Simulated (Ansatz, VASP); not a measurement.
SnO2 in VASP and in Ansatz

```xyz
6
Lattice="4.8278 0.0000 0.0000 0.0000 4.8278 0.0000 0.0000 0.0000 3.2379" Properties=species:S:1:pos:R:3 pbc="T T T"
Sn    2.4425    2.4507    1.6190
Sn   -0.0286    0.0368    0.0000
O     1.7129    1.2249    0.0000
O     3.8989    0.9158    1.6190
O     0.7011    3.6390    1.6190
O     3.3430    3.3296    0.0000
```

Change from the starting cell: mode 4 frozen in at +0.168 Å and mode 7 at +0.178 Å (largest displacements).

Alike in both runs: task single point; functional PBE; k mesh 6 × 6 × 8; occupations gaussian, width 0.05 eV; no spin polarisation.

|  | VASP | Ansatz |
| --- | --- | --- |
| version | VASP 6.6.1 | Ansatz 0.2.0 |
| potentials or method | VASP PAW PBE potentials, release 64 (Sn_d, O), cutoff 520 eV | scalar-relativistic, plane waves, PAW |
| valence electrons in the cell | 52 | 52 |

```tsv
	VASP	Ansatz	Ansatz less VASP
gap on the k mesh at the Fermi level (eV)	0.95	0.96	+0.013
least direct gap on the mesh (eV)	1.00	1.01	+0.013
pressure (GPa)	-0.5	-1.1	-0.56
traceless stress, the component that is largest in VASP (GPa)	-2.30	-2.20	+0.101
rms of the force components (eV/Å)	0.511	0.510	-0.0004
```

Atom by atom the forces differ by 0.011 eV/Å (rms over components).
